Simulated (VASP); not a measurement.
# BeSiSb2 (P-4m2) in VASP: a series of runs

Runs on BeSiSb2. Level: HSE06. Tasks: single point.

Everything below comes from runs of VASP 6.6.1. Logs are shortened: lines on timing, memory, paths and dates and some standing lists are left out, and cuts for length are marked.

## Step 1: The cell of the first run

The structure is tetragonal, space group P-4m2 (No. 115). The conventional cell has a = 4.125 Å, b = 4.125 Å, c = 5.724 Å, α = 90.00°, β = 90.00°, γ = 90.00°. Be (site symmetry -4m2) has 4 Sb at 2.43 Å within 3.2 Å. Within 3.2 Å of Sb (site symmetry 2mm) lie 2 Be at 2.43 Å and 2 Si at 2.59 Å. Within 3.4 Å of Si (site symmetry -4m2) lie 4 Sb at 2.59 Å.

## Step 2: Single point, HSE06

POSCAR reads:

```
BeSiSb2
1.0
    4.1252569910      0.0000000000      0.0000000000
    0.0000000000      4.1252569910      0.0000000000
    0.0000000000      0.0000000000      5.7236360058
Be Sb Si
1 2 1
Direct
    0.0000000000      0.0000000000      0.0000000000
    0.0000000000      0.5000000000      0.2260206762
    0.5000000000      0.0000000000      0.7739793238
    0.5000000000      0.5000000000      0.5000000000
```

INCAR.step1 reads:

```
SYSTEM = BeSiSb2
  PREC = Accurate
  ENCUT = 520
  EDIFF = 1E-5
  ISMEAR = -1
  SIGMA = 0.02
  LREAL = .FALSE.
  LASPH = .TRUE.
  NELM = 80
  ALGO = Normal
  ISIF = 2
  LWAVE = .TRUE.
  LCHARG = .FALSE.
  NBANDS = 16
  GGA = PE
```

INCAR.step2 reads:

```
SYSTEM = BeSiSb2
  PREC = Accurate
  ENCUT = 520
  EDIFF = 1E-6
  ISMEAR = -1
  SIGMA = 0.02
  LREAL = .FALSE.
  LASPH = .TRUE.
  NELM = 80
  ALGO = Normal
  ISIF = 2
  LWAVE = .FALSE.
  LCHARG = .FALSE.
  GGA = PE
  LHFCALC = .TRUE.
  HFSCREEN = 0.2079
  PRECFOCK = Normal
  NBANDS = 16
  ISTART = 1
```

KPOINTS reads:

```
regular mesh
0
G
  4 4 4
  0 0 0
```

Potentials or basis: VASP PAW PBE potentials, release 64 (Be, Sb, Si).

Launch:

```sh
cat potpaw_PBE.64/Be/POTCAR potpaw_PBE.64/Sb/POTCAR potpaw_PBE.64/Si/POTCAR > POTCAR
cp INCAR.step1 INCAR
mpirun -np 1 vasp_std > vasp.out
cp INCAR.step2 INCAR
mpirun -np 1 vasp_std > vasp.out
```

OUTCAR:

```text
SYSTEM = BeSiSb2
   PREC = Accurate
   ENCUT = 520
   EDIFF = 1E-6
   ISMEAR = -1
   LREAL = .FALSE.
   LASPH = .TRUE.
   NELM = 80
   ISIF = 2
   GGA = PE
   LHFCALC = .TRUE.
   HFSCREEN = 0.2079
   PRECFOCK = Normal
   ISTART = 1

 ion  position               nearest neighbor table
   1  0.000  0.000  0.000-   2 2.43   3 2.43   2 2.43   3 2.43
   2  0.000  0.500  0.226-   1 2.43   1 2.43   4 2.59   4 2.59
   3  0.500  0.000  0.774-   1 2.43   1 2.43   4 2.59   4 2.59
   4  0.500  0.500  0.500-   2 2.59   3 2.59   3 2.59   2 2.59

  LATTYP: Found a simple tetragonal cell.
 ALAT       =     4.1252569910
 C/A-ratio  =     1.3874616826

  Lattice vectors:

 A1 = (   4.1252569910,   0.0000000000,   0.0000000000)
 A2 = (   0.0000000000,   4.1252569910,   0.0000000000)
 A3 = (   0.0000000000,   0.0000000000,   5.7236360058)

Analysis of symmetry for initial positions (statically):
=====================================================================
 Subroutine PRICEL returns:
 Original cell was already a primitive cell.

 Routine SETGRP: Setting up the symmetry group for a
 simple tetragonal supercell.

 Subroutine GETGRP returns: Found  8 space group operations
 (whereof  8 operations were pure point group operations)
 out of a pool of 16 trial point group operations.

The static configuration has the point symmetry D_2d.

Analysis of symmetry for dynamics (positions and initial velocities):
=====================================================================
 Subroutine PRICEL returns:
 Original cell was already a primitive cell.

 Routine SETGRP: Setting up the symmetry group for a
 simple tetragonal supercell.

 Subroutine GETGRP returns: Found  8 space group operations
 (whereof  8 operations were pure point group operations)
 out of a pool of 16 trial point group operations.

The dynamic configuration has the point symmetry D_2d.

 Subroutine INISYM returns: Found  8 space group operations
 (whereof  8 operations are pure point group operations),
 and found     1 'primitive' translations

----------------------------------------------------------------------------------------

                                     Primitive cell

  volume of cell :      97.4034

  direct lattice vectors                    reciprocal lattice vectors
     4.125256991  0.000000000  0.000000000     0.242409140  0.000000000  0.000000000
     0.000000000  4.125256991  0.000000000     0.000000000  0.242409140  0.000000000
     0.000000000  0.000000000  5.723636006     0.000000000  0.000000000  0.174714115

  length of vectors
     4.125256991  4.125256991  5.723636006     0.242409140  0.242409140  0.174714115

  position of ions in fractional coordinates (direct lattice)
     0.000000000  0.000000000  0.000000000
     0.000000000  0.500000000  0.226020676
     0.500000000  0.000000000  0.773979324
     0.500000000  0.500000000  0.500000000

  ion indices of the primitive-cell ions
   primitive index   ion index
                 1           1
                 2           2
                 3           3
                 4           4

----------------------------------------------------------------------------------------

 KPOINTS: regular mesh

Automatic generation of k-mesh.
 Grid dimensions read from file:
 generate k-points for:    4    4    4

 Generating k-lattice:

  Cartesian coordinates                     Fractional coordinates (reciprocal lattice)
     0.060602285  0.000000000  0.000000000     0.250000000  0.000000000  0.000000000
     0.000000000  0.060602285  0.000000000     0.000000000  0.250000000  0.000000000
     0.000000000  0.000000000  0.043678529     0.000000000  0.000000000  0.250000000

  Length of vectors
     0.060602285  0.060602285  0.043678529

  Shift w.r.t. Gamma in fractional coordinates (k-lattice)
     0.000000000  0.000000000  0.000000000

 Subroutine IBZKPT returns following result:
 ===========================================

 Found     18 irreducible k-points:

 Following reciprocal coordinates:
            Coordinates               Weight
  0.000000  0.000000  0.000000      1.000000
  0.250000  0.000000  0.000000      4.000000
  0.500000  0.000000  0.000000      2.000000
  0.250000  0.250000  0.000000      4.000000
  0.500000  0.250000  0.000000      4.000000
  0.500000  0.500000  0.000000      1.000000
[... 10 lines left out ...]
  0.500000  0.250000  0.500000      4.000000
  0.500000  0.500000  0.500000      1.000000
   k-points           NKPTS =     18   k-points in BZ     NKDIM =     64   number of bands    NBANDS=     16
   number of dos      NEDOS =    301   number of ions     NIONS =      4
   total plane-waves  NPLWV =  49152
   dimension x,y,z NGX =    32 NGY =   32 NGZ =   48
   dimension x,y,z NGXF=    64 NGYF=   64 NGZF=   96
   ions per type =               1   2   1
   NGX,Y,Z   is equivalent  to a cutoff of  12.90, 12.90, 13.94 a.u.
   NGXF,Y,Z  is equivalent  to a cutoff of  25.79, 25.79, 27.88 a.u.
 SYSTEM =  BeSiSb2
   PREC   = accura    normal or accurate (medium, high low for compatibility)
   ISTART =      1    job   : 0-new  1-cont  2-samecut
   ICHARG =      0    charge: 1-file 2-atom 10-const
   ISPIN  =      1    spin polarized calculation?
   LNONCOLLINEAR =      F non collinear calculations
   LSORBIT =      F    spin-orbit coupling
   LASPH  =      T    aspherical Exc in radial PAW
   ENCUT  =  520.0 eV  38.22 Ry    6.18 a.u.   7.67  7.67 10.64*2*pi/ulx,y,z
   NELM   =     80;   NELMIN=  2; NELMDL=  0     # of ELM steps
   EDIFF  = 0.1E-05   stopping-criterion for ELM
   LREAL  =      F    real-space projection
   EDIFFG = 0.1E-04   stopping-criterion for IOM
   NSW    =      0    number of steps for IOM
   IBRION =     -1    ionic relax: 0-MD 1-quasi-New 2-CG
   NFREE  =      0    steps in history (QN), initial steepest desc. (CG)
   ISIF   =      2    stress and relaxation
   ISYM   =      3    0-nonsym 1-usesym 2-fastsym
   POTIM  = 0.5000    time-step for ionic-motion
   TEBEG  =    0.0;   TEEND  =   0.0 temperature during run
   PSTRESS=    0.0 pullay stress
   NELECT =      16.0000    total number of electrons
   NUPDOWN=      -1.0000    fix difference up-down
   EMIN   =  10.00;   EMAX   =-10.00  energy-range for DOS
   EFERMI =   0.00;   METHOD = LEGACY
   ISMEAR =    -1;   SIGMA  =   0.02  broadening in eV -4-tet -1-fermi 0-gaus
   EFERMI_NEDOS =   21; number of points for ismear=-14 and -15
   IALGO  =     38    algorithm
   IMIX   =      1    mixing-type and parameters
     AMIX     =   0.40;   BMIX     =  1.00
     AMIX_MAG =   1.60;   BMIX_MAG =  1.00
  volume/ion in A,a.u.               =      24.35       164.33
  Fermi-wavevector in a.u.,A,eV,Ry     =   0.896582  1.694295 10.937176  0.803860
  Thomas-Fermi vector in A             =   2.019059
   LORBIT       =      0    0 simple, 1 ext, 2 COOP (PROOUT), +10 PAW based schemes
   GGA     = PE    functional components
   LHFCALC =     T    Hartree Fock is set to
   PRECFOCK=normal    Normal, Fast or Accurate (Low or Medium for compatibility)
   ENCUT4O =  -1.0   cutoff for four orbital integrals eV
   NKREDX  =     1    reduce k-point grid by
   NKREDY  =     1    reduce k-point grid by
   NKREDZ  =     1    reduce k-point grid by
   AEXX    =    0.2500 exact exchange contribution
   HFSCREEN=    0.2079 screening length (either q_TF or 0.3 A-1)
   HFSCREENC=   0.2079 screening length for correlation (either q_TF or 0.3 A-1)
   ENCUTFOCK=  -1.0 apply spherical cutoff to Coloumb kernel
   IVDW    =     0    specifies the selected vdW correction
   LEPSILON=     F    determine dielectric tensor
   LRPA    =     F    only Hartree local field effects (RPA)
 non-spin polarized calculation
  energy-cutoff  :      520.00
  volume of cell :       97.40
 maximum number of plane-waves:      2648
 NGX is ok and might be reduce to    32
  NGX = 24; NGY = 24; NGZ = 36

 number of electron      15.9999999 magnetization

 Free energy of the ion-electron system (eV)
  ---------------------------------------------------
  ext. energy  EPLUGINS =         0.00000000
  ---------------------------------------------------
  free energy    TOTEN  =       -20.14021868 eV

  energy without entropy =      -20.14021844  energy(sigma->0) =      -20.14021856

 E-fermi :   5.6192     XC(G=0):  -7.5928

 val. band max:        5.3832464640   @ k =   0.0000   0.0000   0.0000
 cond. band min:       5.8412893761   @ k =   0.5000   0.5000   0.0000
 fundamental gap:      0.4580429121
 Fermi energy:         5.6192062782

 k-point     1 :       0.0000    0.0000    0.0000
  band No.  band energies     occupation
      1      -7.7906      2.00000
      2      -4.5580      2.00000
      3      -1.9868      2.00000
      4       2.0449      2.00000
      5       2.0449      2.00000
      6       5.2569      2.00000
[... 8 lines left out ...]
     15      12.8999      0.00000
     16      14.4688      0.00000

 k-point     2 :       0.2500    0.0000    0.0000
  band No.  band energies     occupation
      1      -7.3120      2.00000
      2      -4.6437      2.00000
      3      -1.8642      2.00000
      4       0.8143      2.00000
      5       2.4699      2.00000
      6       2.7675      2.00000
[... 8 lines left out ...]
     15      12.8611      0.00000
     16      13.6217      0.00000

 k-point     3 :       0.5000    0.0000    0.0000
  band No.  band energies     occupation
      1      -6.3969      2.00000
      2      -5.3679      2.00000
      3      -1.5703      2.00000
      4       0.9280      2.00000
      5       1.1546      2.00000
      6       1.8812      2.00000
[... 8 lines left out ...]
     15      11.6876      0.00000
     16      12.9370      0.00000
[... 248 lines left out ...]
 k-point    17 :       0.5000    0.2500    0.5000
  band No.  band energies     occupation
      1      -5.6480      2.00000
      2      -4.9329      2.00000
      3      -2.8093      2.00000
      4      -0.2600      2.00000
      5       1.0622      2.00000
      6       2.5073      2.00000
[... 8 lines left out ...]
     15      12.9241      0.00000
     16      13.3608      0.00000

 k-point    18 :       0.5000    0.5000    0.5000
  band No.  band energies     occupation
      1      -4.5790      2.00000
      2      -4.5790      2.00000
      3      -3.6136      2.00000
      4       0.4086      2.00000
      5       0.4673      2.00000
      6       1.5045      2.00000
[... 8 lines left out ...]
     15      11.5172      0.00000
     16      12.9325      0.00000

------------------------ aborting loop because EDIFF is reached ----------------------------------------

  FORCE on cell =-STRESS in cart. coord.  units (eV):
  Direction    XX          YY          ZZ          XY          YZ          ZX
  --------------------------------------------------------------------------------------
  -------------------------------------------------------------------------------------
  Total       -0.3377819     -0.3377819     -0.3157774      0.0000000      0.0000000      0.0000000
  in kB       -5.5561373     -5.5561373     -5.1941868      0.0000000      0.0000000      0.0000000
  external PRESSURE =      -5.4354871 kB  Pullay stress =       0.0000000 kB

 VOLUME and BASIS-vectors are now :
 -----------------------------------------------------------------------------
  energy-cutoff  :      520.00
  volume of cell :       97.40
      direct lattice vectors                 reciprocal lattice vectors
     4.125256991  0.000000000  0.000000000     0.242409140  0.000000000  0.000000000
     0.000000000  4.125256991  0.000000000     0.000000000  0.242409140  0.000000000
     0.000000000  0.000000000  5.723636006     0.000000000  0.000000000  0.174714115

 POSITION                                       TOTAL-FORCE (eV/Angst)
 -----------------------------------------------------------------------------------
      0.00000      0.00000      0.00000         0.000000      0.000000      0.000000
      0.00000      2.06263      1.29366        -0.000000     -0.000000      0.020213
      2.06263      0.00000      4.42998        -0.000000      0.000000     -0.020213
      2.06263      2.06263      2.86182        -0.000000      0.000000      0.000000
 -----------------------------------------------------------------------------------
    total drift:                                0.000000      0.000000      0.000003

  FREE ENERGIE OF THE ION-ELECTRON SYSTEM (eV)
  ---------------------------------------------------
  free  energy   TOTEN  =       -20.1402186756 eV

  energy  without entropy=      -20.1402184413  energy(sigma->0) =      -20.14021856
```

Wall time 27 min (1 thread of Intel Xeon Platinum 8259CL at 2.50GHz (Skylake/Cascade Lake), shared host); peak memory 0.35 GiB.

What came out:

```yaml
Free_energy: -20.1402 eV
Pressure: -0.5 GPa
Largest_force: 0.020 eV/Å
Band_gap_on_the_k_mesh: 0.46 eV (least direct gap 0.92 eV)
```

Forces on the atoms (eV/Å):
```
Be   0.000  0.000  0.000
Sb   0.000  0.000  0.020
Sb   0.000  0.000 -0.020
Si   0.000  0.000  0.000
```

Caveat: the PAW data sets were made with another functional, which shifts forces and pressure a little; spin-orbit coupling is left out, which moves the levels of the heavy elements. A k mesh can miss the band edges.

## Step 3: Single point, HSE06

This run uses another cell than the first one, of 24.55 Å³/atom.

POSCAR reads:

```
BeSiSb2
1.0
    4.1218505758      0.0000000000      0.0000000000
    0.0000000000      4.1218505758      0.0000000000
    0.0000000000      0.0000000000      5.7792125733
Be Sb Si
1 2 1
Direct
    0.0000000000      0.0000000000      0.0000000000
    0.0000000000      0.5000000000      0.2262088293
    0.5000000000      0.0000000000      0.7737911707
    0.5000000000      0.5000000000      0.5000000000
```

INCAR.step1 reads:

```
  ALGO = Normal
  EDIFF = 1E-5
  ENCUT = 520
  GGA = PE
  ISIF = 2
  ISMEAR = -1
  LASPH = T
  LCHARG = F
  LREAL = F
  LWAVE = T
  NBANDS = 16
  NELM = 60
  PREC = Accurate
  SIGMA = 0.02
```

INCAR.step2 reads:

```
  ALGO = Normal
  EDIFF = 1E-6
  ENCUT = 520
  GGA = PE
  HFSCREEN = 0.2079
  ISIF = 2
  ISMEAR = -1
  ISTART = 1
  LASPH = T
  LCHARG = F
  LHFCALC = T
  LREAL = F
  LWAVE = F
  NBANDS = 16
  NELM = 60
  PREC = Accurate
  PRECFOCK = Normal
  SIGMA = 0.02
```

KPOINTS reads:

```
k-points
0
Gamma
  4 4 4
```

Potentials or basis: VASP PAW PBE potentials, release 64 (Be, Sb, Si).

Launch:

```sh
cat potpaw_PBE.64/Be/POTCAR potpaw_PBE.64/Sb/POTCAR potpaw_PBE.64/Si/POTCAR > POTCAR
cp INCAR.step1 INCAR
mpirun -np 1 vasp_std > vasp.out
cp INCAR.step2 INCAR
mpirun -np 1 vasp_std > vasp.out
```

OUTCAR:

```text
EDIFF = 1E-6
   ENCUT = 520
   GGA = PE
   HFSCREEN = 0.2079
   ISIF = 2
   ISMEAR = -1
   ISTART = 1
   LASPH = T
   LHFCALC = T
   LREAL = F
   NELM = 60
   PREC = Accurate
   PRECFOCK = Normal

 ion  position               nearest neighbor table
   1  0.000  0.000  0.000-   2 2.44   3 2.44   2 2.44   3 2.44
   2  0.000  0.500  0.226-   1 2.44   1 2.44   4 2.60   4 2.60
   3  0.500  0.000  0.774-   1 2.44   1 2.44   4 2.60   4 2.60
   4  0.500  0.500  0.500-   2 2.60   3 2.60   3 2.60   2 2.60
[... 542 lines left out ...]
  Direction    XX          YY          ZZ          XY          YZ          ZX
  --------------------------------------------------------------------------------------
  -------------------------------------------------------------------------------------
  Total       -0.5197825     -0.5197825     -0.9573012      0.0000000      0.0000000     -0.0000000
  in kB       -8.4816249     -8.4816249    -15.6208989      0.0000000      0.0000000     -0.0000000
  external PRESSURE =     -10.8613829 kB  Pullay stress =       0.0000000 kB

 VOLUME and BASIS-vectors are now :
 -----------------------------------------------------------------------------
  energy-cutoff  :      520.00
  volume of cell :       98.19
      direct lattice vectors                 reciprocal lattice vectors
     4.121850576  0.000000000  0.000000000     0.242609474  0.000000000  0.000000000
     0.000000000  4.121850576  0.000000000     0.000000000  0.242609474  0.000000000
     0.000000000  0.000000000  5.779212573     0.000000000  0.000000000  0.173033954

 POSITION                                       TOTAL-FORCE (eV/Angst)
 -----------------------------------------------------------------------------------
      0.00000      0.00000      0.00000         0.000000     -0.000000     -0.000000
      0.00000      2.06093      1.30731         0.000000     -0.000000      0.061162
      2.06093      0.00000      4.47190         0.000000     -0.000000     -0.061162
      2.06093      2.06093      2.88961        -0.000000      0.000000     -0.000000
 -----------------------------------------------------------------------------------
    total drift:                               -0.000002      0.000000     -0.000002

  FREE ENERGIE OF THE ION-ELECTRON SYSTEM (eV)
  ---------------------------------------------------
  free  energy   TOTEN  =       -20.1349214454 eV

  energy  without entropy=      -20.1349208678  energy(sigma->0) =      -20.13492116
```

OUTCAR.step1:

```text
EDIFF = 1E-5
   ENCUT = 520
   GGA = PE
   ISIF = 2
[... 563 lines left out ...]
      0.00000      0.00000      0.00000         0.000000     -0.000000      0.000000
      0.00000      2.06093      1.30731        -0.000000     -0.000000     -0.253505
      2.06093      0.00000      4.47190         0.000000      0.000000      0.253505
      2.06093      2.06093      2.88961         0.000000      0.000000      0.000000
 -----------------------------------------------------------------------------------
    total drift:                               -0.000000      0.000000     -0.000000

  FREE ENERGIE OF THE ION-ELECTRON SYSTEM (eV)
  ---------------------------------------------------
  free  energy   TOTEN  =       -16.9976374294 eV

  energy  without entropy=      -16.9966018511  energy(sigma->0) =      -16.99711964
```

It took 18 min on 1 thread of Intel Xeon Platinum 8259CL at 2.50GHz (Skylake/Cascade Lake), shared host; peak memory 0.35 GiB.

What came out:

* Free energy: -20.1349 eV
* Pressure: -1.1 GPa
* Largest force: 0.061 eV/Å
* Band gap on the k mesh: 0.42 eV (least direct gap 0.93 eV)

Forces on the atoms (eV/Å):
```
Be   0.000  0.000  0.000
Sb   0.000  0.000  0.061
Sb   0.000  0.000 -0.061
Si   0.000  0.000  0.000
```

Caveat: the PAW data sets were made with another functional, which shifts forces and pressure a little; spin-orbit coupling is left out, which moves the levels of the heavy elements. A k mesh can miss the band edges.
